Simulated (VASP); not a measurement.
# NaOs2 (P-3m1) in VASP: notebook

The runs below take NaOs2 through single point, relaxation of cell and atoms, with PBE.

Everything below comes from runs of VASP 6.6.1. Logs are shortened: lines on timing, memory, paths and dates and some standing lists are left out, and cuts for length are marked.

### Step 1. The cell of the first run

It takes space group P-3m1 (No. 164, trigonal). Conventional cell: a = 2.761 Å, b = 2.761 Å, c = 7.582 Å, α = 90.00°, β = 90.00°, γ = 120.00°. Within 3.6 Å of Na (site symmetry -3m) lie 6 Na at 2.76 Å and 6 Os at 3.20 Å. Os (site symmetry 3m) has 9 Os at 2.58 to 2.76 Å and 3 Na at 3.20 Å within 3.4 Å.

### Step 2. Single point, PBE

File INCAR:

```
SYSTEM = NaOs2
  ALGO = Fast
  EDIFF = 1E-6
  ENCUT = 520
  GGA = PE
  ISIF = 2
  ISMEAR = 0
  LASPH = .TRUE.
  LCHARG = .FALSE.
  LREAL = .FALSE.
  LWAVE = .FALSE.
  NBANDS = 18
  NELM = 80
  PREC = Accurate
  SIGMA = 0.1
```

File KPOINTS:

```
k-points
0
G
  18 18 6
  0 0 0
```

File POSCAR:

```
NaOs2
1.0
    2.7605241478      0.0000000000      0.0000000000
   -1.3802620739      2.3906840398      0.0000000000
    0.0000000000      0.0000000000      7.5822218800
Na Os
1 2
Direct
    0.0000000000      0.0000000000      0.5000000000
    0.3333333333      0.6666666667      0.8657996519
    0.6666666667      0.3333333333      0.1342003481
```

Potentials or basis: VASP PAW PBE potentials, release 64 (Na_pv, Os).

Command:

```bash
> cat potpaw_PBE.64/Na_pv/POTCAR potpaw_PBE.64/Os/POTCAR > POTCAR
> mpirun -np 1 vasp_std > vasp.out
```

OUTCAR:

```text
SYSTEM = NaOs2
   EDIFF = 1E-6
   ENCUT = 520
   GGA = PE
   ISIF = 2
   ISMEAR = 0
   LASPH = .TRUE.
   LREAL = .FALSE.
   NELM = 80
   PREC = Accurate

 ion  position               nearest neighbor table
   1  0.000  0.000  0.500-
   2  0.333  0.667  0.866-   3 2.58   3 2.58   3 2.58
   3  0.667  0.333  0.134-   2 2.58   2 2.58   2 2.58

  LATTYP: Found a hexagonal cell.
 ALAT       =     2.7605241478
 C/A-ratio  =     2.7466602261

  Lattice vectors:

 A1 = (   2.7605241478,   0.0000000000,   0.0000000000)
 A2 = (  -1.3802620739,   2.3906840398,   0.0000000000)
 A3 = (   0.0000000000,   0.0000000000,   7.5822218800)

Analysis of symmetry for initial positions (statically):
=====================================================================
 Subroutine PRICEL returns:
 Original cell was already a primitive cell.

 Routine SETGRP: Setting up the symmetry group for a
 hexagonal supercell.

 Subroutine GETGRP returns: Found 12 space group operations
 (whereof 12 operations were pure point group operations)
 out of a pool of 24 trial point group operations.

The static configuration has the point symmetry D_3d.

Analysis of symmetry for dynamics (positions and initial velocities):
=====================================================================
 Subroutine PRICEL returns:
 Original cell was already a primitive cell.

 Routine SETGRP: Setting up the symmetry group for a
 hexagonal supercell.

 Subroutine GETGRP returns: Found 12 space group operations
 (whereof 12 operations were pure point group operations)
 out of a pool of 24 trial point group operations.

The dynamic configuration has the point symmetry D_3d.

 Subroutine INISYM returns: Found 12 space group operations
 (whereof 12 operations are pure point group operations),
 and found     1 'primitive' translations

----------------------------------------------------------------------------------------

                                     Primitive cell

  volume of cell :      50.0392

  direct lattice vectors                    reciprocal lattice vectors
     2.760524148  0.000000000  0.000000000     0.362250046  0.209145162  0.000000000
[... 83 lines left out ...]
   LNONCOLLINEAR =      F non collinear calculations
   LSORBIT =      F    spin-orbit coupling
   LASPH  =      T    aspherical Exc in radial PAW
   ENCUT  =  520.0 eV  38.22 Ry    6.18 a.u.   5.13  5.13 14.10*2*pi/ulx,y,z
   NELM   =     80;   NELMIN=  2; NELMDL= -5     # of ELM steps
   EDIFF  = 0.1E-05   stopping-criterion for ELM
   LREAL  =      F    real-space projection
   EDIFFG = 0.1E-04   stopping-criterion for IOM
   NSW    =      0    number of steps for IOM
   IBRION =     -1    ionic relax: 0-MD 1-quasi-New 2-CG
   NFREE  =      0    steps in history (QN), initial steepest desc. (CG)
   ISIF   =      2    stress and relaxation
   ISYM   =      2    0-nonsym 1-usesym 2-fastsym
   POTIM  = 0.5000    time-step for ionic-motion
   TEBEG  =    0.0;   TEEND  =   0.0 temperature during run
   PSTRESS=    0.0 pullay stress
   NELECT =      23.0000    total number of electrons
   NUPDOWN=      -1.0000    fix difference up-down
   EMIN   =  10.00;   EMAX   =-10.00  energy-range for DOS
   EFERMI =   0.00;   METHOD = LEGACY
   ISMEAR =     0;   SIGMA  =   0.10  broadening in eV -4-tet -1-fermi 0-gaus
   EFERMI_NEDOS =   21; number of points for ismear=-14 and -15
   IALGO  =     68    algorithm
   IMIX   =      4    mixing-type and parameters
     AMIX     =   0.40;   BMIX     =  1.00
     AMIX_MAG =   1.60;   BMIX_MAG =  1.00
  volume/ion in A,a.u.               =      16.68       112.56
  Fermi-wavevector in a.u.,A,eV,Ry     =   1.263419  2.387516 21.717991  1.596227
  Thomas-Fermi vector in A             =   2.396777
   LORBIT       =      0    0 simple, 1 ext, 2 COOP (PROOUT), +10 PAW based schemes
   GGA     = PE    functional components
   LHFCALC =     F    Hartree Fock is set to
   AEXX    =    0.0000 exact exchange contribution
   IVDW    =     0    specifies the selected vdW correction
   LEPSILON=     F    determine dielectric tensor
   LRPA    =     F    only Hartree local field effects (RPA)
 non-spin polarized calculation
 RMM-DIIS sequential band-by-band and
 Gauss-broadening in eV      SIGMA  =   0.10
  energy-cutoff  :      520.00
  volume of cell :       50.04
 maximum number of plane-waves:      1366
 NGX is ok and might be reduce to    24
   NGX = 11   NGY = 11   NGZ = 29

 number of electron      22.9999992 magnetization

 Free energy of the ion-electron system (eV)
  ---------------------------------------------------
  ext. energy  EPLUGINS =         0.00000000
  ---------------------------------------------------
  free energy    TOTEN  =       -22.12094357 eV

  energy without entropy =      -22.10482863  energy(sigma->0) =      -22.11288610

 E-fermi :   5.9937     XC(G=0): -11.5686

 val. band max:        5.9882784317   @ k =   0.2222   0.1111   0.5000
 cond. band min:       5.9943845478   @ k =   0.1667   0.1667   0.5000
 fundamental gap:      0.0061061160
 Fermi energy:         5.9937206709

 k-point     1 :       0.0000    0.0000    0.0000
  band No.  band energies     occupation
      1     -18.6515      2.00000
      2     -18.6015      2.00000
      3     -18.6015      2.00000
      4      -3.4235      2.00000
      5      -1.3952      2.00000
      6       2.1434      2.00000
[... 481 lines left out ...]
      5      -0.0500      2.00000
      6       0.4426      2.00000
[... 10 lines left out ...]
     17      11.7813      0.00000
     18      13.6531      0.00000

 [... further k-points ...]

------------------------ aborting loop because EDIFF is reached ----------------------------------------

  FORCE on cell =-STRESS in cart. coord.  units (eV):
  Direction    XX          YY          ZZ          XY          YZ          ZX
  --------------------------------------------------------------------------------------
  -------------------------------------------------------------------------------------
  Total       -0.0096808     -0.0096808     -0.0888469      0.0000000      0.0000000      0.0000000
  in kB       -0.3099646     -0.3099646     -2.8447402      0.0000000      0.0000000      0.0000000
  external PRESSURE =      -1.1548898 kB  Pullay stress =       0.0000000 kB

 VOLUME and BASIS-vectors are now :
 -----------------------------------------------------------------------------
  energy-cutoff  :      520.00
  volume of cell :       50.04
      direct lattice vectors                 reciprocal lattice vectors
     2.760524148  0.000000000  0.000000000     0.362250046  0.209145162  0.000000000
    -1.380262074  2.390684040  0.000000000     0.000000000  0.418290323  0.000000000
     0.000000000  0.000000000  7.582221880     0.000000000  0.000000000  0.131887462

 POSITION                                       TOTAL-FORCE (eV/Angst)
 -----------------------------------------------------------------------------------
      0.00000      0.00000      3.79111         0.000000      0.000000      0.000000
     -0.00000      1.59379      6.56469        -0.000000      0.000000      0.010309
      1.38026      0.79689      1.01754         0.000000     -0.000000     -0.010309
 -----------------------------------------------------------------------------------
    total drift:                                0.000000      0.000000      0.000000

  FREE ENERGIE OF THE ION-ELECTRON SYSTEM (eV)
  ---------------------------------------------------
  free  energy   TOTEN  =       -22.1209435714 eV

  energy  without entropy=      -22.1048286286  energy(sigma->0) =      -22.11288610
```

OSZICAR:

```text
N       E                     dE             d eps       ncg     rms          rms(c)
DAV:   1     0.174866335795E+03    0.17487E+03   -0.11156E+04  7284   0.136E+03
DAV:   2    -0.877371387162E+01   -0.18364E+03   -0.17458E+03  7574   0.405E+02
DAV:   3    -0.231261278088E+02   -0.14352E+02   -0.13734E+02  9056   0.104E+02
DAV:   4    -0.235662474027E+02   -0.44012E+00   -0.43449E+00  8198   0.168E+01
DAV:   5    -0.235710165926E+02   -0.47692E-02   -0.47667E-02  8376   0.187E+00    0.191E+01
RMM:   6    -0.223885814157E+02    0.11824E+01   -0.13550E+00  8457   0.757E+00    0.712E+00
RMM:   7    -0.221350481407E+02    0.25353E+00   -0.10772E+00  8072   0.562E+00    0.161E+00
RMM:   8    -0.221230621293E+02    0.11986E-01   -0.10039E-01  9820   0.240E+00    0.136E+00
RMM:   9    -0.221227448590E+02    0.31727E-03   -0.21126E-02 10511   0.945E-01    0.618E-01
RMM:  10    -0.221209485328E+02    0.17963E-02   -0.89850E-03  8286   0.850E-01    0.610E-01
RMM:  11    -0.221209792026E+02   -0.30670E-04   -0.15000E-03  9126   0.302E-01    0.136E-01
RMM:  12    -0.221209440879E+02    0.35115E-04   -0.19124E-04 10444   0.108E-01    0.128E-01
RMM:  13    -0.221209449876E+02   -0.89965E-06   -0.49337E-05 10159   0.437E-02    0.798E-02
RMM:  14    -0.221209442322E+02    0.75535E-06   -0.14402E-05  8553   0.251E-02    0.439E-02
RMM:  15    -0.221209435714E+02    0.66083E-06   -0.56119E-06  8051   0.185E-02
   1 F= -.22120944E+02 E0= -.22112886E+02  d E =-.161149E-01
```

stdout:

```text
POSCAR found type information on POSCAR NaOs
 POSCAR found :  2 types and       3 ions
 scaLAPACK will be used
 LDA part: xc-table for (Slater+PW92), standard interpolation
 POSCAR, INCAR and KPOINTS ok, starting setup
 FFT: planning ... GRIDC
 FFT: planning ... GRID_SOFT
 FFT: planning ... GRID
 WAVECAR not read
 entering main loop
```

Run time: 2.8 min. Hardware: 1 thread of Intel Xeon 6975P-C, shared host; peak memory 0.31 GiB.

What came out:

* Free energy: -22.1209 eV
* Pressure: -0.1 GPa
* Largest force: 0.010 eV/Å

Forces in eV/Å, atoms in the order of the input:
```
Na   0.000  0.000  0.000
Os   0.000  0.000  0.010
Os   0.000  0.000 -0.010
```

Stress tensor (GPa, compression positive):
```
-0.03  0.00  0.00
 0.00 -0.03  0.00
 0.00  0.00 -0.28
```

Caveat: spin-orbit coupling is left out, which moves the levels of the heavy elements.

### Step 3. Relaxation of cell and atoms, PBE

File INCAR:

```
PREC = Accurate
ENCUT = 600
EDIFF = 1E-7
ISMEAR = 0
SIGMA = 0.1
LREAL = F
LASPH = T
NELM = 60
ALGO = Fast
ISIF = 3
LWAVE = F
LCHARG = F
GGA = PE
IBRION = 2
NSW = 100
EDIFFG = -0.01
```

File KPOINTS:

```
regular mesh
0
Gamma
  18 18 6
```

File POSCAR:

```
NaOs2
1.0
    2.7571619154      0.0000000000      0.0000000000
   -1.3785809577      2.3877722610      0.0000000000
    0.0000000000      0.0000000000      7.5864470810
Na Os
1 2
Direct
    0.0000000000      0.0000000000      0.5000000000
    0.3333333333      0.6666666667      0.8645955836
    0.6666666667      0.3333333333      0.1354044164
```

Potentials or basis: VASP PAW PBE potentials, release 64 (Na_pv, Os).

Command:

```bash
> cat potpaw_PBE.64/Na_pv/POTCAR potpaw_PBE.64/Os/POTCAR > POTCAR
> mpirun -np 1 vasp_std > vasp.out
```

It took 12 min on 1 thread of Intel Xeon 6975P-C, shared host; peak memory 0.35 GiB.

Results (log left out):

| Quantity | Value |
| --- | --- |
| Free energy | -22.1223 eV |
| Relaxed volume | 16.67 Å³/atom |
| Relaxed cell | a = 2.761 Å, b = 2.761 Å, c = 7.576 Å, α = 90.00°, β = 90.00°, γ = 120.00° |
| Space group after relaxing (to 0.05 Å) | P-3m1 (No. 164) |
| Energy gained by relaxing | 1.0 meV/atom |
| Ionic steps | 7 |
| Pressure after relaxing | 0.0 GPa |
| Largest force after relaxing | 0.006 eV/Å |

Forces in eV/Å, atoms in the order of the input:
```
Na   0.000  0.000  0.000
Os   0.000  0.000  0.006
Os   0.000  0.000 -0.006
```

Step by step:
```
step  energy change (eV)  largest force (eV/Å)  pressure (GPa)  volume (Å³)
   1              0.0000                0.2914           -0.60        49.95
   2              0.0055                0.4925            2.74        49.49
   3             -0.0025                0.0304            0.57        49.78
   4             -0.0025                0.0091           -0.49        50.10
   5             -0.0029                0.0209            0.04        49.94
   6             -0.0030                0.0138            0.01        49.97
   7             -0.0030                0.0060           -0.01        50.01
```

Final structure:
```yaml
crystal:
  lattice:
    - [2.76104, 0.00000, 0.00000]
    - [-1.38052, 2.39113, 0.00000]
    - [0.00000, 0.00000, 7.57569]
  atoms:
    - { symbol: Na, position: [0.00000, 0.00000, 0.50000] }
    - { symbol: Os, position: [0.33333, 0.66667, 0.86571] }
    - { symbol: Os, position: [0.66667, 0.33333, 0.13429] }
```

Levels at points of the mesh, in eV from the Fermi level:
```
           k point  band 8  band 9  band 10  band 11  band 12  band 13  band 14  band 15
(0.00, 0.00, 0.00)   -2.90   -2.90    -2.68    -2.68    -1.67    -0.14    -0.14     1.62
(0.50, 0.00, 0.00)   -2.49   -1.38    -1.11     1.22     1.42     2.12     2.58     2.78
(0.00, 0.00, 0.50)   -2.90   -2.79    -2.68    -2.68    -0.28    -0.14    -0.14     1.61
(0.50, 0.00, 0.50)   -2.50   -1.25    -0.87     0.84     1.22     2.12     2.58     2.70
```

Caveat: spin-orbit coupling is left out, which moves the levels of the heavy elements.
